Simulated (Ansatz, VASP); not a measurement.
# InSb: VASP beside Ansatz

```
In Sb
1.0
    -1.29079    2.58159    2.58159
     2.58159   -1.29079    2.58159
     2.58159    2.58159   -1.29079
In Sb
1 1
Direct
  0.00000 0.00000 0.00000
  0.50000 0.50000 0.50000
```

Alike in both runs: task single point; functional PBEsol; k mesh 16 × 16 × 16; occupations gaussian, width 0.15 eV; no spin polarisation.

|  | VASP | Ansatz |
| --- | --- | --- |
| version | VASP 6.6.1 | Ansatz 0.2.0 |
| potentials or method | VASP PAW PBE potentials, release 64 (In_d, Sb), cutoff 520 eV | scalar-relativistic, plane waves, PAW |
| valence electrons in the cell | 18 | 28 |

|  | VASP | Ansatz | Ansatz less VASP |
| --- | --- | --- | --- |
| gap on the k mesh at the Fermi level (eV) | none | none | - |
| pressure (GPa) | -4.7 | -4.7 | +0.03 |

VASP's potentials were made for PBE, not for PBEsol. A gap of «none» marks a metal or a gap that the smearing closes. VASP's potentials hold 18 valence electrons a cell and Ansatz's 28, so a difference there can come from the potentials and not from the codes.

Neither program's run includes spin-orbit coupling.
